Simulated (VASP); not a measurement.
Set up this calculation in VASP 6.6.1, as the native input.

- Task: single point
- Functional: PBE
- Potentials or basis: VASP PAW PBE potentials, release 64 (Pd)
- Cutoff: 520 eV
- k mesh: 18 × 18 × 18
- Occupations: fermi-dirac, width 0.05 eV
- Spin: no spin polarisation
- Dipole correction: no
- Further INCAR settings: ALGO = Normal; EDIFF = 1e-07; NBANDS = 11

The structure of Pd lies in POSCAR:

```
Pd
1.0
    0.0000000000      1.9449000000      1.9643490000
    1.9449000000      0.0000000000      1.9643490000
    1.9449000000      1.9449000000      0.0000000000
Pd
1
Direct
    0.0000000000      0.0000000000      0.0000000000
```

This cell differs from its parent crystal: zz strain of +1 %.

These files were run (other wordings do the same):

INCAR

```
  PREC = Accurate
  ENCUT = 520
  EDIFF = 1E-7
  ISMEAR = -1
  SIGMA = 0.05
  LREAL = False
  LASPH = True
  NELM = 60
  ALGO = Normal
  ISIF = 2
  LWAVE = False
  LCHARG = False
  GGA = PE
  NBANDS = 11
```

KPOINTS

```
Automatic mesh
0
Gamma
  18 18 18
```

Potentials or basis: VASP PAW PBE potentials, release 64 (Pd).

Launch:

```console
$ cat potpaw_PBE.64/Pd/POTCAR > POTCAR
$ mpirun -np 1 vasp_std > vasp.out
```

Results of the run:

```yaml
Pressure: 5.3 GPa
Band_gap_on_the_k_mesh: zero (band 5 reaches 9.98 eV, above the bottom of band 6 at 8.41 eV)
```

Caveat: the cell differs from its parent crystal (zz strain of +1 %).

Wall time 92 s on 1 thread of AMD EPYC 7R43 64-Core Processor (Zen 3), with other jobs on the host, peak memory 0.15 GiB.
